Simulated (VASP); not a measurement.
Write the native input for VASP 6.6.1 that does the following.

```
Task                   : single point
Functional             : PBEsol
Potentials or basis    : VASP PAW PBE potentials, release 64 (Hf_pv)
Cutoff                 : 520 eV
k mesh                 : 13 × 13 × 7
Occupations            : fermi-dirac, width 0.05 eV
Spin                   : no spin polarisation
Dipole correction      : no
Further INCAR settings : ALGO = Normal; EDIFF = 1e-06; NBANDS = 17
```

The structure of Hf lies in POSCAR:

```
Hf
1.0
    3.1534945994      0.0000000000      0.0000000000
   -1.5767472997      2.7310064337      0.0000000000
    0.0000000000      0.0000000000      4.9894429718
Hf
2
Direct
    0.3333333333      0.6666666667      0.2500000000
    0.6666666667      0.3333333333      0.7500000000
```

One way to write it, as run:

INCAR

```
SYSTEM = Hf
ALGO = Normal ; EDIFF = 1E-6
ENCUT = 520 ; GGA = PS
ISIF = 2 ; ISMEAR = -1
LASPH = .True. ; LCHARG = .True.
LELF = .True. ; LREAL = .False.
LVHAR = .True. ; LWAVE = .False.
NBANDS = 17 ; NELM = 80
PREC = Accurate ; SIGMA = 0.05
```

KPOINTS

```
k-points
0
Gamma
  13 13 7
  0 0 0
```

Potentials or basis: VASP PAW PBE potentials, release 64 (Hf_pv).

The run is started by

```bash
$ cat potpaw_PBE.64/Hf_pv/POTCAR > POTCAR
$ mpirun -np 1 vasp_std > vasp.out
```

Results of the run:

| Property | Result |
| --- | --- |
| Pressure | 0.3 GPa |
| Band gap on the k mesh | zero (bands 10 and 11 overlap by 1.54 eV) |

Caveat: the PAW data sets were made with another functional, which shifts forces and pressure a little; spin-orbit coupling is left out, which moves the levels of the heavy elements.

Run time: 56 s on 1 thread of Intel Xeon 8259CL (shared host), peak memory 0.19 GiB.
